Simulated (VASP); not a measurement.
Write the native input for VASP 6.6.1 that does the following.

| Item | Value |
| --- | --- |
| Task | electric field gradients |
| Functional | PBE |
| Potentials or basis | VASP PAW PBE potentials, release 64 (B, P) |
| Cutoff | 520 eV |
| k mesh | 15 × 15 × 15 |
| Occupations | fermi-dirac, width 0.05 eV |
| Spin | no spin polarisation |
| Dipole correction | no |
| Further INCAR settings | ALGO = Normal; EDIFF = 1e-08; NBANDS = 11 |

The structure of BP lies in POSCAR:

```
BP
1.0
    0.0000000000      2.2765382614      2.2765382614
    2.2765382614      0.0000000000      2.2765382614
    2.2765382614      2.2765382614      0.0000000000
B P
1 1
Direct
    0.0000000000      0.0000000000      0.0000000000
    0.7500000000      0.7500000000      0.7500000000
```

This cell differs from its parent crystal: volume scaled by 1.01.

These files were run (other wordings do the same):

INCAR

```
PREC = Accurate
ENCUT = 520
EDIFF = 1E-8
ISMEAR = -1
SIGMA = 0.05
LREAL = False
LASPH = True
NELM = 100
ALGO = Normal
ISIF = 2
LWAVE = False
LCHARG = False
GGA = PE
LEFG = True
NBANDS = 11
```

KPOINTS

```
regular mesh
0
Gamma
  15 15 15
```

Potentials or basis: VASP PAW PBE potentials, release 64 (B, P).

Command:

```console
$ cat potpaw_PBE.64/B/POTCAR potpaw_PBE.64/P/POTCAR > POTCAR
$ mpirun -np 1 vasp_std > vasp.out
```

Results of the run:

| Quantity | Value |
| --- | --- |
| Pressure | -0.7 GPa |
| Band gap on the k mesh | 1.25 eV, indirect (least direct gap 3.39 eV) |

Caveat: without QUAD_EFG the Cq values of the log hold for a quadrupole moment of 1 mb, not for the nuclei.

It took 18 s on 1 thread of Intel(R) Xeon(R) Platinum 8375C CPU @ 2.90GHz (Ice Lake), on a shared host, peak memory 0.15 GiB.
